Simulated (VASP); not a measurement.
# KTi3 (Pm-3m) in VASP: notebook

KTi3 is run at these levels: PBE; tasks: single point, relaxation of cell and atoms.

Everything below comes from runs of VASP 6.6.1. Logs are shortened: lines on timing, memory, paths and dates and some standing lists are left out, and cuts for length are marked.

## Step 1: The cell of the first run

Symmetry: Pm-3m, No. 221, cubic system. Conventional cell: a = 4.402 Å, b = 4.402 Å, c = 4.402 Å, α = 90.00°, β = 90.00°, γ = 90.00°. Within 4.1 Å of K (site symmetry m-3m) lie 12 Ti at 3.11 Å. Within 4.1 Å of Ti (site symmetry 4/mmm) lie 4 K at 3.11 Å and 8 Ti at 3.11 Å.

## Step 2: Single point, PBE

File INCAR:

```
SYSTEM = KTi3
  PREC = Accurate
  ENCUT = 520
  EDIFF = 1E-7
  ISMEAR = 0
  SIGMA = 0.1
  LREAL = .False.
  LASPH = .True.
  NELM = 100
  ALGO = Normal
  ISIF = 2
  LWAVE = .False.
  LCHARG = .False.
  GGA = PE
  NBANDS = 30
```

File KPOINTS:

```
Automatic mesh
0
Gamma
  10 10 10
  0 0 0
```

File POSCAR:

```
KTi3
1.0
    4.4016677190      0.0000000000      0.0000000000
    0.0000000000      4.4016677190      0.0000000000
    0.0000000000      0.0000000000      4.4016677190
K Ti
1 3
Direct
    0.5000000000      0.5000000000      0.5000000000
    0.5000000000      0.0000000000      0.0000000000
    0.0000000000      0.5000000000      0.0000000000
    0.0000000000      0.0000000000      0.5000000000
```

Potentials or basis: VASP PAW PBE potentials, release 64 (K_sv, Ti_sv).

Launch:

```
> cat potpaw_PBE.64/K_sv/POTCAR potpaw_PBE.64/Ti_sv/POTCAR > POTCAR
> mpirun -np 1 vasp_std > vasp.out
```

OUTCAR:

```text
SYSTEM = KTi3
   PREC = Accurate
   ENCUT = 520
   EDIFF = 1E-7
   ISMEAR = 0
   LREAL = .False.
   LASPH = .True.
   NELM = 100
   ISIF = 2
   GGA = PE

 ion  position               nearest neighbor table
   1  0.500  0.500  0.500-   2 3.11   3 3.11   4 3.11   2 3.11   3 3.11   2 3.11   4 3.11   2 3.11
                             3 3.11   4 3.11   3 3.11   4 3.11
   2  0.500  0.000  0.000-   1 3.11   1 3.11   1 3.11   1 3.11
   3  0.000  0.500  0.000-   1 3.11   1 3.11   1 3.11   1 3.11
   4  0.000  0.000  0.500-   1 3.11   1 3.11   1 3.11   1 3.11

  LATTYP: Found a simple cubic cell.
 ALAT       =     4.4016677190

  Lattice vectors:

 A1 = (   4.4016677190,   0.0000000000,   0.0000000000)
 A2 = (   0.0000000000,   4.4016677190,   0.0000000000)
 A3 = (   0.0000000000,   0.0000000000,   4.4016677190)

Analysis of symmetry for initial positions (statically):
=====================================================================
 Subroutine PRICEL returns:
 Original cell was already a primitive cell.

 Routine SETGRP: Setting up the symmetry group for a
 simple cubic supercell.

 Subroutine GETGRP returns: Found 48 space group operations
 (whereof 48 operations were pure point group operations)
 out of a pool of 48 trial point group operations.

The static configuration has the point symmetry O_h .

Analysis of symmetry for dynamics (positions and initial velocities):
=====================================================================
 Subroutine PRICEL returns:
 Original cell was already a primitive cell.

 Routine SETGRP: Setting up the symmetry group for a
 simple cubic supercell.

 Subroutine GETGRP returns: Found 48 space group operations
 (whereof 48 operations were pure point group operations)
 out of a pool of 48 trial point group operations.

The dynamic configuration has the point symmetry O_h .

 Subroutine INISYM returns: Found 48 space group operations
 (whereof 48 operations are pure point group operations),
 and found     1 'primitive' translations

----------------------------------------------------------------------------------------

                                     Primitive cell

  volume of cell :      85.2809

  direct lattice vectors                    reciprocal lattice vectors
     4.401667719  0.000000000  0.000000000     0.227186617  0.000000000  0.000000000
     0.000000000  4.401667719  0.000000000     0.000000000  0.227186617  0.000000000
     0.000000000  0.000000000  4.401667719     0.000000000  0.000000000  0.227186617

  length of vectors
     4.401667719  4.401667719  4.401667719     0.227186617  0.227186617  0.227186617

  position of ions in fractional coordinates (direct lattice)
     0.500000000  0.500000000  0.500000000
     0.500000000  0.000000000  0.000000000
     0.000000000  0.500000000  0.000000000
     0.000000000  0.000000000  0.500000000

  ion indices of the primitive-cell ions
   primitive index   ion index
                 1           1
                 2           2
                 3           3
                 4           4

----------------------------------------------------------------------------------------

 KPOINTS: Automatic mesh

Automatic generation of k-mesh.
 Grid dimensions read from file:
 generate k-points for:   10   10   10

 Generating k-lattice:

  Cartesian coordinates                     Fractional coordinates (reciprocal lattice)
     0.022718662  0.000000000  0.000000000     0.100000000  0.000000000  0.000000000
     0.000000000  0.022718662  0.000000000     0.000000000  0.100000000  0.000000000
     0.000000000  0.000000000  0.022718662     0.000000000  0.000000000  0.100000000

  Length of vectors
     0.022718662  0.022718662  0.022718662

  Shift w.r.t. Gamma in fractional coordinates (k-lattice)
     0.000000000  0.000000000  0.000000000

 Subroutine IBZKPT returns following result:
 ===========================================

 Found     56 irreducible k-points:

 Following reciprocal coordinates:
            Coordinates               Weight
  0.000000  0.000000  0.000000      1.000000
  0.100000  0.000000  0.000000      6.000000
  0.200000  0.000000  0.000000      6.000000
  0.300000  0.000000  0.000000      6.000000
  0.400000  0.000000  0.000000      6.000000
  0.500000  0.000000  0.000000      3.000000
[... 16 lines left out ...]
  0.200000  0.100000  0.100000     24.000000
  0.300000  0.100000  0.100000     24.000000
 [... further k-points ...]
   k-points           NKPTS =     56   k-points in BZ     NKDIM =     56   number of bands    NBANDS=     30
   number of dos      NEDOS =    301   number of ions     NIONS =      4
   total plane-waves  NPLWV =  46656
   dimension x,y,z NGX =    36 NGY =   36 NGZ =   36
   dimension x,y,z NGXF=    72 NGYF=   72 NGZF=   72
   ions per type =               1   3
   NGX,Y,Z   is equivalent  to a cutoff of  13.60, 13.60, 13.60 a.u.
   NGXF,Y,Z  is equivalent  to a cutoff of  27.19, 27.19, 27.19 a.u.
 SYSTEM =  KTi3
   PREC   = accura    normal or accurate (medium, high low for compatibility)
   ISTART =      0    job   : 0-new  1-cont  2-samecut
   ICHARG =      2    charge: 1-file 2-atom 10-const
   ISPIN  =      1    spin polarized calculation?
   LNONCOLLINEAR =      F non collinear calculations
   LSORBIT =      F    spin-orbit coupling
   LASPH  =      T    aspherical Exc in radial PAW
   ENCUT  =  520.0 eV  38.22 Ry    6.18 a.u.   8.18  8.18  8.18*2*pi/ulx,y,z
   NELM   =    100;   NELMIN=  2; NELMDL= -5     # of ELM steps
   EDIFF  = 0.1E-06   stopping-criterion for ELM
   LREAL  =      F    real-space projection
   EDIFFG = 0.1E-05   stopping-criterion for IOM
   NSW    =      0    number of steps for IOM
   IBRION =     -1    ionic relax: 0-MD 1-quasi-New 2-CG
   NFREE  =      0    steps in history (QN), initial steepest desc. (CG)
   ISIF   =      2    stress and relaxation
   ISYM   =      2    0-nonsym 1-usesym 2-fastsym
   POTIM  = 0.5000    time-step for ionic-motion
   TEBEG  =    0.0;   TEEND  =   0.0 temperature during run
   PSTRESS=    0.0 pullay stress
   NELECT =      45.0000    total number of electrons
   NUPDOWN=      -1.0000    fix difference up-down
   EMIN   =  10.00;   EMAX   =-10.00  energy-range for DOS
   EFERMI =   0.00;   METHOD = LEGACY
   ISMEAR =     0;   SIGMA  =   0.10  broadening in eV -4-tet -1-fermi 0-gaus
   EFERMI_NEDOS =   21; number of points for ismear=-14 and -15
   IALGO  =     38    algorithm
   IMIX   =      4    mixing-type and parameters
     AMIX     =   0.40;   BMIX     =  1.00
     AMIX_MAG =   1.60;   BMIX_MAG =  1.00
  volume/ion in A,a.u.               =      21.32       143.88
  Fermi-wavevector in a.u.,A,eV,Ry     =   1.322904  2.499927 23.811225  1.750076
  Thomas-Fermi vector in A             =   2.452551
   LORBIT       =      0    0 simple, 1 ext, 2 COOP (PROOUT), +10 PAW based schemes
   GGA     = PE    functional components
   LHFCALC =     F    Hartree Fock is set to
   AEXX    =    0.0000 exact exchange contribution
   IVDW    =     0    specifies the selected vdW correction
   LEPSILON=     F    determine dielectric tensor
   LRPA    =     F    only Hartree local field effects (RPA)
 non-spin polarized calculation
 Gauss-broadening in eV      SIGMA  =   0.10
  energy-cutoff  :      520.00
  volume of cell :       85.28
 maximum number of plane-waves:      2320
 NGX is ok and might be reduce to    36
   NGX = 17   NGY = 17   NGZ = 17

 number of electron      45.0000004 magnetization

 Free energy of the ion-electron system (eV)
  ---------------------------------------------------
  ext. energy  EPLUGINS =         0.00000000
  ---------------------------------------------------
  free energy    TOTEN  =       -19.76978986 eV

  energy without entropy =      -19.74569616  energy(sigma->0) =      -19.75774301

 E-fermi :   5.5258     XC(G=0): -10.3434

 val. band max:        5.5233844306   @ k =   0.4000   0.3000   0.0000
 cond. band min:       5.5283216240   @ k =   0.4000   0.4000   0.1000
 fundamental gap:      0.0049371935
 Fermi energy:         5.5257679353

 k-point     1 :       0.0000    0.0000    0.0000
  band No.  band energies     occupation
      1     -51.4508      2.00000
      2     -51.3989      2.00000
      3     -51.3989      2.00000
      4     -27.7941      2.00000
      5     -27.7941      2.00000
      6     -27.7941      2.00000
[... 22 lines left out ...]
     29       8.1302      0.00000
     30       8.5136      0.00000

 k-point     2 :       0.1000    0.0000    0.0000
  band No.  band energies     occupation
      1     -51.4497      2.00000
      2     -51.4001      2.00000
      3     -51.3989      2.00000
      4     -27.7913      2.00000
      5     -27.7913      2.00000
      6     -27.7910      2.00000
[... 22 lines left out ...]
     29       7.9407      0.00000
     30       7.9408      0.00000

 k-point     3 :       0.2000    0.0000    0.0000
  band No.  band energies     occupation
      1     -51.4465      2.00000
      2     -51.4033      2.00000
      3     -51.3989      2.00000
      4     -27.7834      2.00000
      5     -27.7834      2.00000
      6     -27.7824      2.00000
[... 22 lines left out ...]
     29       7.5129      0.00000
     30       7.6104      0.00000

 k-point     4 :       0.3000    0.0000    0.0000
  band No.  band energies     occupation
      1     -51.4416      2.00000
      2     -51.4081      2.00000
      3     -51.3989      2.00000
      4     -27.7719      2.00000
      5     -27.7719      2.00000
      6     -27.7706      2.00000
[... 22 lines left out ...]
     29       7.1062      0.00000
     30       7.3311      0.00000

 k-point     5 :       0.4000    0.0000    0.0000
  band No.  band energies     occupation
      1     -51.4363      2.00000
      2     -51.4134      2.00000
      3     -51.3988      2.00000
      4     -27.7600      2.00000
      5     -27.7600      2.00000
      6     -27.7598      2.00000
[... 22 lines left out ...]
     29       7.1268      0.00000
     30       7.1584      0.00000
[... 526 lines left out ...]
     29       6.8971      0.00000
     30       6.9825      0.00000

 k-point    22 :       0.1000    0.1000    0.1000
  band No.  band energies     occupation
      1     -51.4475      2.00000
      2     -51.4006      2.00000
      3     -51.4006      2.00000
      4     -27.7973      2.00000
      5     -27.7806      2.00000
      6     -27.7806      2.00000
[... 22 lines left out ...]
     29       7.7386      0.00000
     30       7.7387      0.00000

 k-point    23 :       0.2000    0.1000    0.1000
  band No.  band energies     occupation
      1     -51.4444      2.00000
      2     -51.4036      2.00000
      3     -51.4005      2.00000
      4     -27.7965      2.00000
      5     -27.7747      2.00000
      6     -27.7686      2.00000
[... 22 lines left out ...]
     29       7.5605      0.00000
     30       7.7881      0.00000

 k-point    24 :       0.3000    0.1000    0.1000
  band No.  band energies     occupation
      1     -51.4398      2.00000
      2     -51.4082      2.00000
      3     -51.4005      2.00000
      4     -27.7903      2.00000
      5     -27.7660      2.00000
      6     -27.7593      2.00000
[... 22 lines left out ...]
     29       7.1995      0.00000
     30       7.4960      0.00000

 [... further k-points ...]
[... 5 lines left out ...]
  --------------------------------------------------------------------------------------
  -------------------------------------------------------------------------------------
  Total       -0.0019297     -0.0019297     -0.0019297      0.0000000     -0.0000000      0.0000000
  in kB       -0.0362526     -0.0362526     -0.0362526      0.0000000     -0.0000000      0.0000000
  external PRESSURE =      -0.0362526 kB  Pullay stress =       0.0000000 kB

 VOLUME and BASIS-vectors are now :
 -----------------------------------------------------------------------------
  energy-cutoff  :      520.00
  volume of cell :       85.28
      direct lattice vectors                 reciprocal lattice vectors
     4.401667719  0.000000000  0.000000000     0.227186617  0.000000000  0.000000000
     0.000000000  4.401667719  0.000000000     0.000000000  0.227186617  0.000000000
     0.000000000  0.000000000  4.401667719     0.000000000  0.000000000  0.227186617

 POSITION                                       TOTAL-FORCE (eV/Angst)
 -----------------------------------------------------------------------------------
      2.20083      2.20083      2.20083         0.000000      0.000000      0.000000
      2.20083      0.00000      0.00000         0.000000      0.000000      0.000000
      0.00000      2.20083      0.00000         0.000000      0.000000      0.000000
      0.00000      0.00000      2.20083         0.000000      0.000000      0.000000
 -----------------------------------------------------------------------------------
    total drift:                                0.000000      0.000000     -0.000000

  FREE ENERGIE OF THE ION-ELECTRON SYSTEM (eV)
  ---------------------------------------------------
  free  energy   TOTEN  =       -19.7697898625 eV

  energy  without entropy=      -19.7456961567  energy(sigma->0) =      -19.75774301
```

It took 2.1 min on 1 thread of Intel Xeon Platinum 8375C at 2.90GHz (Ice Lake), shared host; peak memory 0.28 GiB.

What came out:

| Property | Result |
| --- | --- |
| Free energy | -19.7698 eV |
| Pressure | 0.0 GPa |

(Part 1 of 3 ends here.)
